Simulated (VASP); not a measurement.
Runs of VASP 6.6.1 on V. The structure is that of space group P6_3/mmc (No. 194), or close to it. The cells are those of the table. 

```tsv
task	cell	k mesh	cutoff (eV)	gap on the mesh (eV)	pressure (GPa)	relaxed volume (Å³/atom)
single point	a = 4.224, b = 4.224, c = 4.106 Å, angles 90.0, 90.0, 120.0°, 4 atoms	6 × 6 × 4	520	none	0.7	-
relaxation of cell and atoms	relaxed from a = 4.220, b = 4.220, c = 4.044 Å, angles 90.0, 90.0, 120.0°, 4 atoms	6 × 6 × 4	600	none	0.0	15.92
relaxation of cell and atoms	relaxed from a = 4.224, b = 4.224, c = 4.106 Å, angles 90.0, 90.0, 120.0°, 4 atoms	12 × 12 × 10	600	none	0.1	15.92
single point	a = 2.773, b = 2.773, c = 8.386 Å, angles 90.0, 90.0, 120.0°, 4 atoms	18 × 18 × 6	520	none	(a)	-
relaxation of cell and atoms	relaxed from a = 2.645, b = 2.645, c = 9.143 Å, angles 90.0, 90.0, 120.0°, 4 atoms	21 × 21 × 6	600	none	0.0	13.87
```

Alike in all rows: level PBE; potentials or basis VASP PAW PBE potentials, release 64 (V_sv); no spin polarisation; smearing gaussian 0.1 eV.

**Question.** Fill in the values left out.

**Answer.** (a) 0.5.

Caveats: some runs use coarse meshes.

A gap of «none» marks levels without a gap at the run's occupations.
